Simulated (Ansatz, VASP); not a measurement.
# Bi2S3: VASP beside Ansatz

```xyz
20
Lattice="11.3450 0.0000 0.0000 0.0000 3.9940 0.0000 0.0000 0.0000 11.4169" Properties=species:S:1:pos:R:3 pbc="T T T"
Bi    5.4777    0.9985    3.7040
Bi    0.1948    2.9955    9.4124
Bi   11.1502    0.9985    2.0045
Bi    5.8673    2.9955    7.7129
Bi    3.8675    2.9955    0.3676
Bi    1.8050    0.9985    6.0760
Bi    9.5400    2.9955    5.3408
Bi    7.4775    0.9985   11.0493
S     3.2357    0.9985    2.1668
S     2.4368    2.9955    7.8753
S     8.9082    0.9985    3.5416
S     8.1093    2.9955    9.2500
S     6.2477    2.9955    1.4617
S    10.7698    0.9985    7.1701
S     0.5752    2.9955    4.2467
S     5.0973    0.9985    9.9552
S     4.2925    2.9955    5.0575
S     1.3800    0.9985   10.7659
S     9.9650    2.9955    0.6509
S     7.0525    0.9985    6.3593
```

Change from the starting cell: z stretched by +2 %, ions relaxed.

Alike in both runs: functional PBE; k mesh 3 × 7 × 3; occupations fermi-dirac, width 0.02 eV; no spin polarisation.

Ansatz relaxed the structure, and its values are those at the end. VASP's run is a single point on that final structure, the one shown.

```csv
,VASP,Ansatz
version,VASP 6.6.1,Ansatz 0.2.0
potentials or method,"VASP PAW PBE potentials, release 64 (Bi_d, S)","plane-wave PAW, scalar-relativistic"
plane-wave cutoff (eV),520,420
valence electrons in the cell,192,192
```

|  | VASP | Ansatz | Ansatz less VASP |
| --- | --- | --- | --- |
| gap on the k mesh at the Fermi level (eV) | 1.42 | 1.41 | -0.005 |
| pressure (GPa) | 0.4 | 0.4 | +0.07 |
| rms of the force components (eV/Å) | 0.008 | 0.006 | -0.0016 |

Ansatz's warnings: stress scf threshold loose.

Spin-orbit coupling is off throughout.
